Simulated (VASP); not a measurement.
# BN (P6_3mc) in VASP: single point with PBEsol

Aim: the single point of BN with PBEsol.

All numbers are computed with VASP 6.6.1; they aren't measurements. Logs are shortened: lines on timing, memory, paths and dates and some standing lists are left out, and cuts for length are marked.

## (1) The cell of the first run

The structure is hexagonal, space group P6_3mc (No. 186). The conventional cell has a = 2.541 Å, b = 2.541 Å, c = 4.203 Å, α = 90.00°, β = 90.00°, γ = 120.00°. B (site symmetry 3m) has 4 N at 1.56 to 1.57 Å within 2.1 Å. N (site symmetry 3m) has 4 B at 1.56 to 1.57 Å within 2.1 Å.

## (2) Single point, PBEsol

INCAR reads:

```
SYSTEM = BN
ALGO = Normal
EDIFF = 1E-6
ENCUT = 600
GGA = PS
GGA_COMPAT = .False.
ISIF = 2
ISMEAR = 0
LASPH = .True.
LCHARG = .True.
LELF = .True.
LREAL = .False.
LVHAR = .True.
LWAVE = .False.
NBANDS = 16
NELM = 120
PREC = Accurate
SIGMA = 0.02
```

KPOINTS reads:

```
k-points
0
Gamma
  6 6 4
  0 0 0
```

POSCAR reads:

```
BN
1.0
    2.5405721584      0.0000000000      0.0000000000
   -1.2702860792      2.2002000293      0.0000000000
    0.0000000000      0.0000000000      4.2026429029
B N
2 2
Direct
    0.6666666667      0.3333333333      0.9997366354
    0.3333333333      0.6666666667      0.4997366354
    0.6666666667      0.3333333333      0.6252633646
    0.3333333333      0.6666666667      0.1252633646
```

Potentials or basis: VASP PAW PBE potentials, release 64 (B, N).

Started as:

```
$ cat potpaw_PBE.64/B/POTCAR potpaw_PBE.64/N/POTCAR > POTCAR
$ mpirun -np 1 vasp_std > vasp.out
```

OUTCAR:

```text
SYSTEM = BN
   EDIFF = 1E-6
   ENCUT = 600
   GGA = PS
   ISIF = 2
   ISMEAR = 0
   LASPH = .True.
   LREAL = .False.
   NELM = 120
   PREC = Accurate

 ion  position               nearest neighbor table
   1  0.667  0.333  1.000-   4 1.56   4 1.56   4 1.56   3 1.57
   2  0.333  0.667  0.500-   3 1.56   3 1.56   3 1.56   4 1.57
   3  0.667  0.333  0.625-   2 1.56   2 1.56   2 1.56   1 1.57
   4  0.333  0.667  0.125-   1 1.56   1 1.56   1 1.56   2 1.57

  LATTYP: Found a hexagonal cell.
 ALAT       =     2.5405721584
 C/A-ratio  =     1.6542111937

  Lattice vectors:

 A1 = (   2.5405721584,   0.0000000000,   0.0000000000)
 A2 = (  -1.2702860792,   2.2002000293,   0.0000000000)
 A3 = (   0.0000000000,   0.0000000000,   4.2026429029)

Analysis of symmetry for initial positions (statically):
=====================================================================
 Subroutine PRICEL returns:
 Original cell was already a primitive cell.

 Routine SETGRP: Setting up the symmetry group for a
 hexagonal supercell.

 Subroutine GETGRP returns: Found 12 space group operations
 (whereof  6 operations were pure point group operations)
 out of a pool of 24 trial point group operations.

The static configuration has the point symmetry C_3v.
 The point group associated with its full space group is C_6v.

Analysis of symmetry for dynamics (positions and initial velocities):
=====================================================================
 Subroutine PRICEL returns:
 Original cell was already a primitive cell.

 Routine SETGRP: Setting up the symmetry group for a
 hexagonal supercell.

 Subroutine GETGRP returns: Found 12 space group operations
 (whereof  6 operations were pure point group operations)
 out of a pool of 24 trial point group operations.

The dynamic configuration has the point symmetry C_3v.
 The point group associated with its full space group is C_6v.

 Subroutine INISYM returns: Found 12 space group operations
 (whereof  6 operations are pure point group operations),
 and found     1 'primitive' translations

----------------------------------------------------------------------------------------

                                     Primitive cell

  volume of cell :      23.4918

  direct lattice vectors                    reciprocal lattice vectors
     2.540572158  0.000000000  0.000000000     0.393612123  0.227252065  0.000000000
    -1.270286079  2.200200029  0.000000000     0.000000000  0.454504130  0.000000000
     0.000000000  0.000000000  4.202642903     0.000000000  0.000000000  0.237945508

  length of vectors
     2.540572158  2.540572158  4.202642903     0.454504130  0.454504130  0.237945508

  position of ions in fractional coordinates (direct lattice)
     0.666666667  0.333333333  0.999736635
     0.333333333  0.666666667  0.499736635
     0.666666667  0.333333333  0.625263365
     0.333333333  0.666666667  0.125263365

  ion indices of the primitive-cell ions
   primitive index   ion index
                 1           1
                 2           2
                 3           3
                 4           4

----------------------------------------------------------------------------------------

 KPOINTS: k-points

Automatic generation of k-mesh.
 Grid dimensions read from file:
 generate k-points for:    6    6    4

 Generating k-lattice:

  Cartesian coordinates                     Fractional coordinates (reciprocal lattice)
     0.065602020  0.037875344  0.000000000     0.166666667  0.000000000  0.000000000
     0.000000000  0.075750688  0.000000000     0.000000000  0.166666667  0.000000000
     0.000000000  0.000000000  0.059486377     0.000000000  0.000000000  0.250000000

  Length of vectors
     0.075750688  0.075750688  0.059486377

  Shift w.r.t. Gamma in fractional coordinates (k-lattice)
     0.000000000  0.000000000  0.000000000

 Subroutine IBZKPT returns following result:
 ===========================================

 Found     21 irreducible k-points:

 Following reciprocal coordinates:
            Coordinates               Weight
  0.000000  0.000000  0.000000      1.000000
  0.166667  0.000000  0.000000      6.000000
  0.333333 -0.000000  0.000000      6.000000
  0.500000  0.000000  0.000000      3.000000
  0.166667  0.166667  0.000000      6.000000
  0.333333  0.166667  0.000000     12.000000
[... 13 lines left out ...]
  0.333333  0.166667  0.500000     12.000000
  0.333333  0.333333  0.500000      2.000000
   k-points           NKPTS =     21   k-points in BZ     NKDIM =     21   number of bands    NBANDS=     16
   number of dos      NEDOS =    301   number of ions     NIONS =      4
   total plane-waves  NPLWV =  14400
   dimension x,y,z NGX =    20 NGY =   20 NGZ =   36
   dimension x,y,z NGXF=    40 NGYF=   40 NGZF=   72
   ions per type =               2   2
   NGX,Y,Z   is equivalent  to a cutoff of  13.09, 13.09, 14.24 a.u.
   NGXF,Y,Z  is equivalent  to a cutoff of  26.17, 26.17, 28.48 a.u.
 SYSTEM =  BN
   PREC   = accura    normal or accurate (medium, high low for compatibility)
   ISTART =      0    job   : 0-new  1-cont  2-samecut
   ICHARG =      2    charge: 1-file 2-atom 10-const
   ISPIN  =      1    spin polarized calculation?
   LNONCOLLINEAR =      F non collinear calculations
   LSORBIT =      F    spin-orbit coupling
   LASPH  =      T    aspherical Exc in radial PAW
   ENCUT  =  600.0 eV  44.10 Ry    6.64 a.u.   5.07  5.07  8.39*2*pi/ulx,y,z
   NELM   =    120;   NELMIN=  2; NELMDL= -5     # of ELM steps
   EDIFF  = 0.1E-05   stopping-criterion for ELM
   LREAL  =      F    real-space projection
   EDIFFG = 0.1E-04   stopping-criterion for IOM
   NSW    =      0    number of steps for IOM
   IBRION =     -1    ionic relax: 0-MD 1-quasi-New 2-CG
   NFREE  =      0    steps in history (QN), initial steepest desc. (CG)
   ISIF   =      2    stress and relaxation
   ISYM   =      2    0-nonsym 1-usesym 2-fastsym
   POTIM  = 0.5000    time-step for ionic-motion
   TEBEG  =    0.0;   TEEND  =   0.0 temperature during run
   PSTRESS=    0.0 pullay stress
   NELECT =      16.0000    total number of electrons
   NUPDOWN=      -1.0000    fix difference up-down
   EMIN   =  10.00;   EMAX   =-10.00  energy-range for DOS
   EFERMI =   0.00;   METHOD = LEGACY
   ISMEAR =     0;   SIGMA  =   0.02  broadening in eV -4-tet -1-fermi 0-gaus
   EFERMI_NEDOS =   21; number of points for ismear=-14 and -15
   IALGO  =     38    algorithm
   IMIX   =      4    mixing-type and parameters
     AMIX     =   0.40;   BMIX     =  1.00
     AMIX_MAG =   1.60;   BMIX_MAG =  1.00
  volume/ion in A,a.u.               =       5.87        39.63
  Fermi-wavevector in a.u.,A,eV,Ry     =   1.440377  2.721917 28.227805  2.074685
  Thomas-Fermi vector in A             =   2.559128
   LORBIT       =      0    0 simple, 1 ext, 2 COOP (PROOUT), +10 PAW based schemes
   GGA     = PS    functional components
   LHFCALC =     F    Hartree Fock is set to
   AEXX    =    0.0000 exact exchange contribution
   IVDW    =     0    specifies the selected vdW correction
   LEPSILON=     F    determine dielectric tensor
   LRPA    =     F    only Hartree local field effects (RPA)
 non-spin polarized calculation
 Gauss-broadening in eV      SIGMA  =   0.02
  energy-cutoff  :      600.00
  volume of cell :       23.49
 maximum number of plane-waves:       801
   NGX = 11   NGY = 11   NGZ = 17

 number of electron      16.0000003 magnetization

 Free energy of the ion-electron system (eV)
  ---------------------------------------------------
  ext. energy  EPLUGINS =         0.00000000
  ---------------------------------------------------
  free energy    TOTEN  =       -36.62895175 eV

  energy without entropy =      -36.62895175  energy(sigma->0) =      -36.62895175

 E-fermi :   7.7178     XC(G=0): -13.0346

 val. band max:        7.5966665401   @ k =   0.0000   0.0000   0.0000
 cond. band min:      12.5410269456   @ k =   0.3333   0.3333   0.0000
 fundamental gap:      4.9443604056
 Fermi energy:         7.7177942401

 k-point     1 :       0.0000    0.0000    0.0000
  band No.  band energies     occupation
      1     -12.9038      2.00000
      2      -8.6732      2.00000
      3      -3.4752      2.00000
      4       5.4476      2.00000
      5       5.4476      2.00000
      6       7.3146      2.00000
[... 8 lines left out ...]
     15      19.4896      0.00000
     16      23.7389      0.00000

 k-point     2 :       0.1667    0.0000    0.0000
  band No.  band energies     occupation
      1     -12.2975      2.00000
      2      -8.2180      2.00000
      3      -2.8757      2.00000
      4       3.0631      2.00000
      5       4.4841      2.00000
      6       5.5942      2.00000
[... 8 lines left out ...]
     15      21.0945      0.00000
     16      22.8089      0.00000

 k-point     3 :       0.3333   -0.0000    0.0000
  band No.  band energies     occupation
      1     -10.5781      2.00000
      2      -7.2429      2.00000
      3      -1.2268      2.00000
      4      -0.6929      2.00000
      5       2.0280      2.00000
      6       3.0972      2.00000
[... 8 lines left out ...]
     15      23.4500      0.00000
     16      24.0384      0.00000

 k-point     4 :       0.5000    0.0000    0.0000
  band No.  band energies     occupation
      1      -8.7327      2.00000
      2      -7.4541      2.00000
      3      -1.9954      2.00000
      4      -0.2823      2.00000
      5       0.6046      2.00000
      6       2.5450      2.00000
[... 8 lines left out ...]
     15      23.9673      0.00000
     16      25.4560      0.00000

 k-point     5 :       0.1667    0.1667    0.0000
  band No.  band energies     occupation
      1     -11.1283      2.00000
      2      -7.4629      2.00000
      3      -1.7258      2.00000
      4       0.9197      2.00000
      5       1.8328      2.00000
      6       3.9424      2.00000
[... 8 lines left out ...]
     15      23.0835      0.00000
     16      23.3763      0.00000

 k-point     6 :       0.3333    0.1667    0.0000
  band No.  band energies     occupation
      1      -9.0926      2.00000
      2      -6.9982      2.00000
      3      -1.4573      2.00000
      4       0.1255      2.00000
      5       0.3966      2.00000
      6       1.5493      2.00000
[... 8 lines left out ...]
     15      23.4650      0.00000
     16      24.0819      0.00000
[... 210 lines left out ...]
 k-point    18 :       0.5000    0.0000    0.5000
  band No.  band energies     occupation
      1      -7.9764      2.00000
      2      -7.9764      2.00000
      3      -2.5491      2.00000
      4      -2.5491      2.00000
      5       3.7771      2.00000
      6       3.7771      2.00000
[... 8 lines left out ...]
     15      24.0267      0.00000
     16      24.0267      0.00000

 k-point    19 :       0.1667    0.1667    0.5000
  band No.  band energies     occupation
      1      -9.7755      2.00000
      2      -9.7755      2.00000
      3       0.9275      2.00000
      4       0.9275      2.00000
      5       3.2143      2.00000
      6       3.2143      2.00000
[... 8 lines left out ...]
     15      22.4284      0.00000
     16      22.4284      0.00000

 k-point    20 :       0.3333    0.1667    0.5000
  band No.  band energies     occupation
      1      -8.1090      2.00000
      2      -8.1090      2.00000
      3      -1.5821      2.00000
      4      -1.5821      2.00000
      5       1.9475      2.00000
      6       1.9475      2.00000
[... 8 lines left out ...]
     15      23.8523      0.00000
     16      23.8523      0.00000

 k-point    21 :       0.3333    0.3333    0.5000
  band No.  band energies     occupation
      1      -7.3475      2.00000
      2      -7.3475      2.00000
      3      -1.3199      2.00000
      4      -1.3199      2.00000
      5      -0.2861      2.00000
      6      -0.2861      2.00000
[... 8 lines left out ...]
     15      24.3366      0.00000
     16      24.3366      0.00000

------------------------ aborting loop because EDIFF is reached ----------------------------------------

  FORCE on cell =-STRESS in cart. coord.  units (eV):
  Direction    XX          YY          ZZ          XY          YZ          ZX
  --------------------------------------------------------------------------------------
  -------------------------------------------------------------------------------------
  Total        0.0868525      0.0868525      0.0591461      0.0000000      0.0000000      0.0000000
  in kB        5.9234784      5.9234784      4.0338551      0.0000000      0.0000000      0.0000000
  external PRESSURE =       5.2936040 kB  Pullay stress =       0.0000000 kB

 VOLUME and BASIS-vectors are now :
 -----------------------------------------------------------------------------
  energy-cutoff  :      600.00
  volume of cell :       23.49
      direct lattice vectors                 reciprocal lattice vectors
     2.540572158  0.000000000  0.000000000     0.393612123  0.227252065  0.000000000
    -1.270286079  2.200200029  0.000000000     0.000000000  0.454504130  0.000000000
     0.000000000  0.000000000  4.202642903     0.000000000  0.000000000  0.237945508

 POSITION                                       TOTAL-FORCE (eV/Angst)
 -----------------------------------------------------------------------------------
      1.27029      0.73340      4.20154        -0.000000      0.000000      0.001048
     -0.00000      1.46680      2.10021         0.000000     -0.000000      0.001048
      1.27029      0.73340      2.62776         0.000000      0.000000     -0.001048
     -0.00000      1.46680      0.52644         0.000000     -0.000000     -0.001048
 -----------------------------------------------------------------------------------
    total drift:                                0.000000      0.000000      0.000434

  FREE ENERGIE OF THE ION-ELECTRON SYSTEM (eV)
  ---------------------------------------------------
  free  energy   TOTEN  =       -36.6289517522 eV

  energy  without entropy=      -36.6289517522  energy(sigma->0) =      -36.62895175
```

It took 7.3 s on 1 thread of Intel Xeon Platinum 8259CL at 2.50GHz (Skylake/Cascade Lake), shared host; peak memory 0.13 GiB.

Results:

- Free energy: -36.6290 eV
- Pressure: 0.5 GPa
- Band gap on the k mesh: 4.94 eV (least direct gap 8.23 eV)

Levels at points of the mesh, in eV from the valence-band top:
| k point | band 6 | band 7 | band 8 | band 9 | band 10 | band 11 |
| --- | --- | --- | --- | --- | --- | --- |
| (0.00, 0.00, 0.00) | -0.28 | 0.00 | 0.00 | 8.33 | 8.33 | 8.57 |
| (0.50, 0.00, 0.00) | -5.05 | -4.51 | -2.14 | 6.58 | 7.82 | 10.55 |
| (0.00, 0.00, 0.50) | -1.19 | -1.19 | -1.19 | 9.48 | 9.48 | 9.89 |
| (0.50, 0.00, 0.50) | -3.82 | -3.62 | -3.62 | 6.46 | 6.46 | 9.97 |

Caveat: the k points lie up to 0.48 Å⁻¹ apart; the PAW data sets were made with another functional, which shifts forces and pressure a little.
